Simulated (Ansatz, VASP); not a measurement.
## Two plane-wave programs on Ti3H

```
Ti H
1.0
     4.60374    0.00000    0.00000
    -2.30187    3.98696    0.00000
     0.00000    0.00000   22.49682
Ti H
6 2
Direct
  0.66667 0.33333 0.17780
  0.33333 0.66667 0.21957
  0.00000 0.00000 0.26135
  0.66667 0.33333 0.29805
  0.33333 0.66667 0.33046
  0.00000 0.00000 0.37769
  0.41854 0.00000 0.42614
  0.58146 0.00000 0.42614
```

Alike in both runs: task single point; functional PBE; k mesh 6 × 6 × 1; occupations gaussian, width 0.1 eV; no spin polarisation.

```csv
,VASP,Ansatz
version,VASP 6.6.1,Ansatz 0.2.0
potentials or method,"VASP PAW PBE potentials, release 64 (Ti_sv, H), cutoff 520 eV","scalar-relativistic, plane waves, PAW"
valence electrons in the cell,74,74
```

|  | VASP | Ansatz | Ansatz less VASP |
| --- | --- | --- | --- |
| gap on the k mesh at the Fermi level (eV) | none | none | - |
| rms of the force components (eV/Å) | 0.458 | 0.463 | +0.0056 |
| work function, face that differs most (eV) | 3.42 | 3.43 | +0.004 |

Atom by atom the forces differ by 0.009 eV/Å (rms over components). A gap of «none» marks a metal or a gap that the smearing closes.
